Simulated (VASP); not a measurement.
# C (Fd-3m) in VASP: further runs

Runs on C. Level: PBE. Tasks: single point.

Everything below comes from runs of VASP 6.6.1. Logs are shortened: lines on timing, memory, paths and dates and some standing lists are left out, and cuts for length are marked.

### 1 The cell of the first run

The structure is cubic, space group Fd-3m (No. 227). The conventional cell has a = 3.495 Å, b = 3.495 Å, c = 3.495 Å, α = 90.00°, β = 90.00°, γ = 90.00°. Within 2.0 Å of C (site symmetry -43m) lie 4 C at 1.51 Å.

### 2 Single point, PBE (volume scaled by 0.9405)

The input, INCAR:

```
SYSTEM = C
PREC = Accurate
ENCUT = 520
EDIFF = 1E-7
ISMEAR = -1
SIGMA = 0.03
LREAL = .False.
LASPH = .True.
NELM = 100
ALGO = Normal
ISIF = 2
LWAVE = .False.
LCHARG = .False.
GGA = PE
NBANDS = 11
```

The input, KPOINTS:

```
Automatic mesh
0
Gamma
  16 16 16
  0 0 0
```

The input, POSCAR:

```
C
1.0
    0.0000000000      1.7473035621      1.7473035621
    1.7473035621      0.0000000000      1.7473035621
    1.7473035621      1.7473035621      0.0000000000
C
2
Direct
    0.5000000000      0.5000000000      0.5000000000
    0.7500000000      0.7500000000      0.7500000000
```

Potentials or basis: VASP PAW PBE potentials, release 64 (C).

On the command line:

```sh
$ cat potpaw_PBE.64/C/POTCAR > POTCAR
$ mpirun -np 1 vasp_std > vasp.out
```

OUTCAR:

```text
SYSTEM = C
   PREC = Accurate
   ENCUT = 520
   EDIFF = 1E-7
   ISMEAR = -1
   LREAL = .False.
   LASPH = .True.
   NELM = 100
   ISIF = 2
   GGA = PE

 ion  position               nearest neighbor table
   1  0.500  0.500  0.500-   2 1.51   2 1.51   2 1.51   2 1.51
   2  0.750  0.750  0.750-   1 1.51   1 1.51   1 1.51   1 1.51

  LATTYP: Found a face centered cubic cell.
 ALAT       =     3.4946071242

  Lattice vectors:

 A1 = (   0.0000000000,   1.7473035621,   1.7473035621)
 A2 = (   1.7473035621,   0.0000000000,   1.7473035621)
 A3 = (   1.7473035621,   1.7473035621,   0.0000000000)

Analysis of symmetry for initial positions (statically):
=====================================================================
 Subroutine PRICEL returns:
 Original cell was already a primitive cell.

 Routine SETGRP: Setting up the symmetry group for a
 face centered cubic supercell.

 Subroutine GETGRP returns: Found 48 space group operations
 (whereof 24 operations were pure point group operations)
 out of a pool of 48 trial point group operations.

The static configuration has the point symmetry T_d .
 The point group associated with its full space group is O_h .

Analysis of symmetry for dynamics (positions and initial velocities):
=====================================================================
 Subroutine PRICEL returns:
 Original cell was already a primitive cell.

 Routine SETGRP: Setting up the symmetry group for a
 face centered cubic supercell.

 Subroutine GETGRP returns: Found 48 space group operations
 (whereof 24 operations were pure point group operations)
 out of a pool of 48 trial point group operations.

The dynamic configuration has the point symmetry T_d .
 The point group associated with its full space group is O_h .

 Subroutine INISYM returns: Found 48 space group operations
 (whereof 24 operations are pure point group operations),
 and found     1 'primitive' translations

----------------------------------------------------------------------------------------

                                     Primitive cell

  volume of cell :      10.6693

  direct lattice vectors                    reciprocal lattice vectors
     0.000000000  1.747303562  1.747303562    -0.286155200  0.286155200  0.286155200
     1.747303562  0.000000000  1.747303562     0.286155200 -0.286155200  0.286155200
     1.747303562  1.747303562  0.000000000     0.286155200  0.286155200 -0.286155200

  length of vectors
     2.471060395  2.471060395  2.471060395     0.495635345  0.495635345  0.495635345

  position of ions in fractional coordinates (direct lattice)
     0.500000000  0.500000000  0.500000000
     0.750000000  0.750000000  0.750000000

  ion indices of the primitive-cell ions
   primitive index   ion index
                 1           1
                 2           2

----------------------------------------------------------------------------------------

 KPOINTS: Automatic mesh

Automatic generation of k-mesh.
 Grid dimensions read from file:
 generate k-points for:   16   16   16

 Generating k-lattice:

  Cartesian coordinates                     Fractional coordinates (reciprocal lattice)
    -0.017884700  0.017884700  0.017884700     0.062500000  0.000000000  0.000000000
     0.017884700 -0.017884700  0.017884700     0.000000000  0.062500000  0.000000000
     0.017884700  0.017884700 -0.017884700     0.000000000  0.000000000  0.062500000

  Length of vectors
     0.030977209  0.030977209  0.030977209

  Shift w.r.t. Gamma in fractional coordinates (k-lattice)
     0.000000000  0.000000000  0.000000000

 Subroutine IBZKPT returns following result:
 ===========================================

 Found    145 irreducible k-points:

 Following reciprocal coordinates:
            Coordinates               Weight
  0.000000  0.000000  0.000000      1.000000
  0.062500  0.000000  0.000000      8.000000
  0.125000  0.000000  0.000000      8.000000
  0.187500  0.000000  0.000000      8.000000
  0.250000  0.000000  0.000000      8.000000
  0.312500  0.000000  0.000000      8.000000
[... 16 lines left out ...]
 -0.125000  0.062500  0.000000     24.000000
 -0.062500  0.062500  0.000000     12.000000
 [... further k-points ...]
   k-points           NKPTS =    145   k-points in BZ     NKDIM =    145   number of bands    NBANDS=     11
   number of dos      NEDOS =    301   number of ions     NIONS =      2
   total plane-waves  NPLWV =   5832
   dimension x,y,z NGX =    18 NGY =   18 NGZ =   18
   dimension x,y,z NGXF=    36 NGYF=   36 NGZF=   36
   ions per type =               2
   NGX,Y,Z   is equivalent  to a cutoff of  12.11, 12.11, 12.11 a.u.
   NGXF,Y,Z  is equivalent  to a cutoff of  24.22, 24.22, 24.22 a.u.
 SYSTEM =  C
   PREC   = accura    normal or accurate (medium, high low for compatibility)
   ISTART =      0    job   : 0-new  1-cont  2-samecut
   ICHARG =      2    charge: 1-file 2-atom 10-const
   ISPIN  =      1    spin polarized calculation?
   LNONCOLLINEAR =      F non collinear calculations
   LSORBIT =      F    spin-orbit coupling
   LASPH  =      T    aspherical Exc in radial PAW
   ENCUT  =  520.0 eV  38.22 Ry    6.18 a.u.   4.59  4.59  4.59*2*pi/ulx,y,z
   NELM   =    100;   NELMIN=  2; NELMDL= -5     # of ELM steps
   EDIFF  = 0.1E-06   stopping-criterion for ELM
   LREAL  =      F    real-space projection
   EDIFFG = 0.1E-05   stopping-criterion for IOM
   NSW    =      0    number of steps for IOM
   IBRION =     -1    ionic relax: 0-MD 1-quasi-New 2-CG
   NFREE  =      0    steps in history (QN), initial steepest desc. (CG)
   ISIF   =      2    stress and relaxation
   ISYM   =      2    0-nonsym 1-usesym 2-fastsym
   POTIM  = 0.5000    time-step for ionic-motion
   TEBEG  =    0.0;   TEEND  =   0.0 temperature during run
   PSTRESS=    0.0 pullay stress
   NELECT =       8.0000    total number of electrons
   NUPDOWN=      -1.0000    fix difference up-down
   EMIN   =  10.00;   EMAX   =-10.00  energy-range for DOS
   EFERMI =   0.00;   METHOD = LEGACY
   ISMEAR =    -1;   SIGMA  =   0.03  broadening in eV -4-tet -1-fermi 0-gaus
   EFERMI_NEDOS =   21; number of points for ismear=-14 and -15
   IALGO  =     38    algorithm
   IMIX   =      4    mixing-type and parameters
     AMIX     =   0.40;   BMIX     =  1.00
     AMIX_MAG =   1.60;   BMIX_MAG =  1.00
  volume/ion in A,a.u.               =       5.33        36.00
  Fermi-wavevector in a.u.,A,eV,Ry     =   1.487281  2.810554 30.096166  2.212006
  Thomas-Fermi vector in A             =   2.600462
   LORBIT       =      0    0 simple, 1 ext, 2 COOP (PROOUT), +10 PAW based schemes
   GGA     = PE    functional components
   LHFCALC =     F    Hartree Fock is set to
   AEXX    =    0.0000 exact exchange contribution
   IVDW    =     0    specifies the selected vdW correction
   LEPSILON=     F    determine dielectric tensor
   LRPA    =     F    only Hartree local field effects (RPA)
 non-spin polarized calculation
  energy-cutoff  :      520.00
  volume of cell :       10.67
 maximum number of plane-waves:       302
   NGX =  9   NGY =  9   NGZ =  9

 number of electron       8.0000001 magnetization

 Free energy of the ion-electron system (eV)
  ---------------------------------------------------
  ext. energy  EPLUGINS =         0.00000000
  ---------------------------------------------------
  free energy    TOTEN  =       -18.11289841 eV

  energy without entropy =      -18.11289841  energy(sigma->0) =      -18.11289841

 E-fermi :  11.1452     XC(G=0): -13.5608

 val. band max:       10.6372698148   @ k =   0.0000   0.0000   0.0000
 cond. band min:      14.9053321593   @ k =   0.3750   0.3750   0.0000
 fundamental gap:      4.2680623444
 Fermi energy:        11.1452181692

 k-point     1 :       0.0000    0.0000    0.0000
  band No.  band energies     occupation
      1     -11.6816      2.00000
      2      10.6373      2.00000
      3      10.6373      2.00000
      4      10.6373      2.00000
      5      16.3968      0.00000
      6      16.3968      0.00000
      7      16.3968      0.00000
      8      25.4027      0.00000
      9      30.7365      0.00000
     10      37.8565      0.00000
     11      37.8565      0.00000

 k-point     2 :       0.0625    0.0000    0.0000
  band No.  band energies     occupation
      1     -11.5689      2.00000
      2       9.8657      2.00000
      3      10.4344      2.00000
      4      10.4344      2.00000
      5      16.6619      0.00000
      6      16.6619      0.00000
      7      16.8858      0.00000
      8      25.4684      0.00000
      9      30.9266      0.00000
     10      36.1934      0.00000
     11      36.1934      0.00000

 k-point     3 :       0.1250    0.0000    0.0000
  band No.  band energies     occupation
      1     -11.2312      2.00000
      2       8.1045      2.00000
      3       9.9405      2.00000
      4       9.9405      2.00000
      5      17.3129      0.00000
      6      17.3129      0.00000
      7      17.8297      0.00000
      8      25.6593      0.00000
      9      31.3978      0.00000
     10      34.6417      0.00000
     11      34.6417      0.00000

 k-point     4 :       0.1875    0.0000    0.0000
  band No.  band energies     occupation
      1     -10.6705      2.00000
      2       5.9741      2.00000
      3       9.3480      2.00000
      4       9.3480      2.00000
      5      18.0747      0.00000
      6      18.0747      0.00000
      7      18.6997      0.00000
      8      25.9500      0.00000
      9      31.8905      0.00000
     10      33.7184      0.00000
     11      33.7184      0.00000

 k-point     5 :       0.2500    0.0000    0.0000
  band No.  band energies     occupation
      1      -9.8915      2.00000
      2       3.7469      2.00000
      3       8.7835      2.00000
      4       8.7835      2.00000
      5      18.7169      0.00000
      6      18.7169      0.00000
      7      19.3579      0.00000
      8      26.2855      0.00000
      9      32.1907      0.00000
     10      33.5384      0.00000
     11      33.5384      0.00000
[... 211 lines left out ...]
 k-point    21 :      -0.2500    0.0625    0.0000
  band No.  band energies     occupation
      1      -9.4864      2.00000
      2       3.0662      2.00000
      3       7.6823      2.00000
      4       8.9477      2.00000
      5      18.5813      0.00000
      6      19.4468      0.00000
      7      19.7895      0.00000
      8      26.0749      0.00000
      9      32.3340      0.00000
     10      32.3611      0.00000
     11      34.8701      0.00000

 k-point    22 :      -0.1875    0.0625    0.0000
  band No.  band energies     occupation
      1     -10.3357      2.00000
      2       5.2673      2.00000
      3       8.1551      2.00000
      4       9.5394      2.00000
      5      17.9221      0.00000
      6      18.9450      0.00000
      7      19.2208      0.00000
      8      25.8203      0.00000
      9      32.1470      0.00000
     10      32.2716      0.00000
     11      34.5318      0.00000

 k-point    23 :      -0.1250    0.0625    0.0000
  band No.  band energies     occupation
      1     -10.9691      2.00000
      2       7.4001      2.00000
      3       8.7471      2.00000
      4      10.0919      2.00000
      5      17.2121      0.00000
      6      18.1362      0.00000
      7      18.4951      0.00000
      8      25.6535      0.00000
      9      31.7163      0.00000
     10      32.9639      0.00000
     11      34.8372      0.00000

 k-point    24 :      -0.0625    0.0625    0.0000
  band No.  band energies     occupation
      1     -11.3811      2.00000
      2       9.1518      2.00000
      3       9.4870      2.00000
      4      10.4484      2.00000
      5      16.7056      0.00000
      6      17.2925      0.00000
      7      17.5997      0.00000
      8      25.5380      0.00000
      9      31.2172      0.00000
     10      34.3124      0.00000
     11      35.7474      0.00000

 [... further k-points ...]

------------------------ aborting loop because EDIFF is reached ----------------------------------------

  FORCE on cell =-STRESS in cart. coord.  units (eV):
  Direction    XX          YY          ZZ          XY          YZ          ZX
  --------------------------------------------------------------------------------------
  -------------------------------------------------------------------------------------
  Total        2.1879800      2.1879800      2.1879800      0.0000000      0.0000000      0.0000000
  in kB      328.5631401    328.5631401    328.5631401      0.0000000      0.0000000      0.0000000
  external PRESSURE =     328.5631401 kB  Pullay stress =       0.0000000 kB

 VOLUME and BASIS-vectors are now :
 -----------------------------------------------------------------------------
  energy-cutoff  :      520.00
  volume of cell :       10.67
      direct lattice vectors                 reciprocal lattice vectors
     0.000000000  1.747303562  1.747303562    -0.286155200  0.286155200  0.286155200
     1.747303562  0.000000000  1.747303562     0.286155200 -0.286155200  0.286155200
     1.747303562  1.747303562  0.000000000     0.286155200  0.286155200 -0.286155200

 POSITION                                       TOTAL-FORCE (eV/Angst)
 -----------------------------------------------------------------------------------
      1.74730      1.74730      1.74730         0.000000      0.000000      0.000000
      2.62096      2.62096      2.62096        -0.000000      0.000000     -0.000000
 -----------------------------------------------------------------------------------
    total drift:                                0.000000     -0.000000      0.000000

  FREE ENERGIE OF THE ION-ELECTRON SYSTEM (eV)
  ---------------------------------------------------
  free  energy   TOTEN  =       -18.1128984082 eV

  energy  without entropy=      -18.1128984081  energy(sigma->0) =      -18.11289841
```

Run time: 12 s. Hardware: 1 thread of AMD EPYC 7R13 (Zen 3), shared host; peak memory 0.09 GiB.

Results:

- Free energy: -18.1129 eV
- Pressure: 32.9 GPa
- Band gap on the k mesh: 4.27 eV, indirect (least direct gap 5.76 eV)

 A k mesh can miss the band edges.

### 3 Single point, PBE (volume scaled by 0.97)

The input, INCAR:

```
PREC     = Accurate       # precision mode
ENCUT    = 520            # plane-wave cutoff, eV
EDIFF    = 1E-7           # SCF threshold, eV
ISMEAR   = -1             # smearing method
SIGMA    = 0.03           # smearing width, eV
LREAL    = F              # projectors in reciprocal space
LASPH    = T              # aspherical terms in the spheres
NELM     = 80             # most SCF steps
ALGO     = Normal         # electronic algorithm
ISIF     = 2              # what is computed and relaxed
LWAVE    = F              # write WAVECAR
LCHARG   = T              # write CHGCAR
GGA      = PE             # functional
LELF     = T              # ELF
LVHAR    = T            
NBANDS   = 11             # bands
```

The input, KPOINTS:

```
regular mesh
0
Gamma
  16 16 16
```

The input, POSCAR:

```
C
1.0
    0.0000000000      1.7653846269      1.7653846269
    1.7653846269      0.0000000000      1.7653846269
    1.7653846269      1.7653846269      0.0000000000
C
2
Direct
    0.5000000000      0.5000000000      0.5000000000
    0.7500000000      0.7500000000      0.7500000000
```

Potentials or basis: VASP PAW PBE potentials, release 64 (C).

On the command line:

```sh
$ cat potpaw_PBE.64/C/POTCAR > POTCAR
$ mpirun -np 1 vasp_std > vasp.out
```

Run time: 14 s. Hardware: 1 thread of AMD EPYC 7R13 (Zen 3), shared host; peak memory 0.09 GiB.

Results (log left out):

```yaml
Free_energy: -18.1648 eV
Pressure: 16.7 GPa
Band_gap_on_the_k_mesh: 4.20 eV, indirect (least direct gap 5.67 eV)
```

Levels at points of the mesh, in eV from the valence-band top:
| k point | band 1 | band 2 | band 3 | band 4 | band 5 | band 6 | band 7 | band 8 | band 9 |
| --- | --- | --- | --- | --- | --- | --- | --- | --- | --- |
| (0.00, 0.00, 0.00) | -21.89 | 0.00 | 0.00 | 0.00 | 5.67 | 5.67 | 5.67 | 14.04 | 19.69 |
| (0.50, 0.00, 0.00) | -15.94 | -13.71 | -2.88 | -2.88 | 8.59 | 8.59 | 9.26 | 15.98 | 22.34 |
| (0.50, 0.50, 0.00) | -12.98 | -12.98 | -6.48 | -6.48 | 4.82 | 4.82 | 17.28 | 17.28 | 23.81 |

(Part 1 of 2 ends here.)
